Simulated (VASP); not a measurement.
Input of a VASP 6.6.1 run:

Contents of INCAR:

```
PREC = Accurate ; ENCUT = 600
EDIFF = 1E-6 ; ISMEAR = 0
SIGMA = 0.1 ; LREAL = F
LASPH = T ; NELM = 80
ALGO = Normal ; ISIF = 3
LWAVE = F ; LCHARG = F
GGA = PE ; IBRION = 2
NSW = 90 ; EDIFFG = -0.04
```

Contents of KPOINTS:

```
Automatic mesh
0
Gamma
  6 6 2
```

POSCAR

```
CdTe
1.0
    4.1168342800      0.0000000000      0.0000000000
   -2.0584171400      3.5652830700      0.0000000000
    0.0000000000      0.0000000000      9.4263798300
Cd Te
2 2
Direct
    0.0000000000      0.0000000000      0.2224922700
    0.0000000000      0.0000000000      0.7775077300
    0.0000000000      0.0000000000      0.0000000000
    0.0000000000      0.0000000000      0.5000000000
```

Potentials or basis: VASP PAW PBE potentials, release 64 (Cd, Te).

Run with:

```sh
$ cat potpaw_PBE.64/Cd/POTCAR potpaw_PBE.64/Te/POTCAR > POTCAR
$ mpirun -np 1 vasp_std > vasp.out
```

Q: Predict the relaxed cell.

A: a = 4.112 Å, b = 4.112 Å, c = 10.977 Å, α = 90.00°, β = 90.00°, γ = 120.00°.

Q: Estimate the relaxed volume.

A: 40.18 Å³/atom.

Q: Predict the band gap on the k mesh.

A: Zero (band 18 reaches 2.49 eV, above the bottom of band 19 at 1.13 eV).

Q: What does it give for the space group after relaxing (to 0.05 Å)?

A: P6/mmm (No. 191).

Final structure:
```yaml
crystal:
  lattice:
    - [4.11209, 0.00000, 0.00000]
    - [-2.05604, 3.56117, 0.00000]
    - [0.00000, 0.00000, 10.97660]
  atoms:
    - { symbol: Cd, position: [0.00000, 0.00000, 0.24974] }
    - { symbol: Cd, position: [0.00000, 0.00000, 0.75026] }
    - { symbol: Te, position: [0.00000, 0.00000, 0.00000] }
    - { symbol: Te, position: [0.00000, 0.00000, 0.50000] }
```

Caveat: the volume moved by over 15 % at a fixed basis, so the end points are rough; spin-orbit coupling is left out, which moves the levels of the heavy elements.
